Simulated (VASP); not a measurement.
Runs of VASP 6.6.1 on NbCu. The structure is that of space group Fm-3m (No. 225), or close to it. The cells are those of the table. 

| task | level | potentials or basis | cell | cutoff (eV) | gap on the mesh (eV) | pressure (GPa) | relaxed volume (Å³/atom) |
| --- | --- | --- | --- | --- | --- | --- | --- |
| single point | RPBE | VASP PAW PBE potentials, release 64 (Nb_sv, Cu) | a = 3.651 Å, angles 60.0°, 2 atoms | 520 | none | -0.1 | - |
| relaxation of cell and atoms | RPBE | VASP PAW PBE potentials, release 64 (Nb_sv, Cu) | relaxed from a = 3.624 Å, angles 60.0°, 2 atoms | 600 | none | 0.0 | (a) |
| single point | BLYP | VASP PAW PBE potentials, release 64 (Nb_sv, Cu) | a = 3.678 Å, angles 60.0°, 2 atoms | 520 | none | 0.3 | - |
| single point | revPBE | VASP PAW PBE potentials, release 64 (Nb_sv, Cu) | a = 3.643 Å, angles 60.0°, 2 atoms | 520 | none | 0.0 | - |
| single point | r2SCAN | VASP PAW PBE potentials, release 64 (Nb_sv, Cu) | a = 3.599 Å, angles 60.0°, 2 atoms | 520 | none | 0.0 | - |
| relaxation of cell and atoms | revPBE | VASP PAW PBE potentials, release 64 (Nb_sv, Cu) | relaxed from a = 3.624 Å, angles 60.0°, 2 atoms | 600 | none | 0.0 | 17.10 |
| relaxation of cell and atoms | PBEsol | VASP PAW PBE potentials, release 64 (Nb_sv, Cu) | relaxed from a = 3.624 Å, angles 60.0°, 2 atoms | 600 | none | -0.1 | 16.18 |
| single point | LDA | VASP PAW LDA potentials, release 64 (Nb_sv, Cu) | a = 3.546 Å, angles 60.0°, 2 atoms | 520 | none | 0.1 | - |
| relaxation of cell and atoms | BLYP | VASP PAW PBE potentials, release 64 (Nb_sv, Cu) | relaxed from a = 3.624 Å, angles 60.0°, 2 atoms | 600 | none | 0.0 | (c) |
| single point | PBE | VASP PAW PBE potentials, release 64 (Nb_sv, Cu) | a = 3.648 Å, angles 60.0°, 2 atoms | 520 | none | -2.7 | - |
| single point | PBE | VASP PAW PBE potentials, release 64 (Nb_sv, Cu) | a = 3.624 Å, angles 60.0°, 2 atoms | 520 | none | 0.0 | - |
| relaxation of cell and atoms | LDA | VASP PAW LDA potentials, release 64 (Nb_sv, Cu) | relaxed from a = 3.624 Å, angles 60.0°, 2 atoms | 600 | none | -0.1 | (b) |

Alike in all rows: no spin polarisation; k mesh 9 × 9 × 9; smearing fermi-dirac 0.05 eV.

Q: Fill in the values left out.

A: (a) 17.21; (b) 15.78; (c) 17.63.

Caveats: the PAW data sets were made with another functional, which shifts forces and pressure a little (at least some runs).

A k mesh can miss the band edges, and the runs leave out spin-orbit coupling on Nb.

A gap of «none» marks levels without a gap at the run's occupations.
